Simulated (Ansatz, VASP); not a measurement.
Ru in VASP and in Ansatz

```
Ru
1.0
     2.49144    0.00000    0.00000
     0.00000    2.49144    0.00000
     0.00000    0.00000    2.49144
Ru
1
Cartesian
  0.0000 0.0000 0.0000
```

Alike in both runs: task single point; functional r2SCAN; k mesh 14 × 14 × 14; occupations fermi-dirac, width 0.1 eV; no spin polarisation.

```csv
,VASP,Ansatz
version,VASP 6.6.1,Ansatz 0.2.0
potentials or method,"VASP PAW PBE potentials, release 64 (Ru_sv), cutoff 620 eV","plane waves (500 eV) with PAW, scalar-relativistic"
valence electrons in the cell,16,16
```

```csv
,VASP,Ansatz,Ansatz less VASP
pressure (GPa),0.4,0.3,-0.14
```

VASP's potentials were made for PBE, not for r2SCAN. The functional is the same, so the differences come from potentials, cutoffs and numerics.
